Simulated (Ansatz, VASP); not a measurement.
# Two plane-wave programs on BP

The input INCAR:

```
ALGO = Normal
EDIFF = 1E-7
EDIFFG = -0.01
ENCUT = 600
GGA = PE
IBRION = 2
ISIF = 3
ISMEAR = -1
IVDW = 12
LASPH = T
LCHARG = F
LREAL = F
LWAVE = F
NELM = 80
NSW = 60
PREC = Accurate
SIGMA = 0.05
```

File KPOINTS:

```
k-points
0
Gamma
  10 10 10
```

File POSCAR:

```
BP
1.0
    0.0000000000      2.2690000000      2.2690000000
    2.2690000000      0.0000000000      2.2690000000
    2.2690000000      2.2690000000      0.0000000000
P B
1 1
Direct
    0.7500000000      0.7500000000      0.7500000000
    0.0000000000      0.0000000000      0.0000000000
```

input.yaml

```yaml
crystal:
  lattice:
    - [0.0, 2.269, 2.269]
    - [2.269, 0.0, 2.269]
    - [2.269, 2.269, 0.0]
  atoms:
    - { symbol: P, position: [0.75, 0.75, 0.75] }
    - { symbol: B, position: [0.0, 0.0, 0.0] }
hamiltonian:
  xc: pbe
  pseudopotentials: { kind: paw }
  dispersion: d3bj
kpoints:
  mp_grid: { grid: [10, 10, 10] }
scf:
  occupations: { method: fermi_dirac, width: 0.05 }
output:
  forces: true
  stress: true
relax:
  f_tol: 0.01
  max_steps: 40
  cell: { stress_tol: 0.05 }
```

Alike in both runs: task relaxation of cell and atoms; functional PBE; dispersion D3(BJ); k mesh 10 × 10 × 10; occupations fermi-dirac, width 0.05 eV; no spin polarisation.

```csv
,VASP,Ansatz
version,VASP 6.6.1,Ansatz 0.2.0
potentials or method,"VASP PAW PBE potentials, release 64 (P, B)",Ansatz PAW
plane-wave cutoff (eV),600,420
valence electrons in the cell,8,8
```

```tsv
	VASP	Ansatz	Ansatz less VASP
relaxed volume (Å³/atom)	11.43	11.45	+0.015
relaxed cell length with the largest relative difference (Å)	3.186	3.187	+0.0014
```

Noted on Ansatz's run: the plane-wave basis is chosen anew once the cell has moved, so the energies of steps on either side of that aren't comparable.
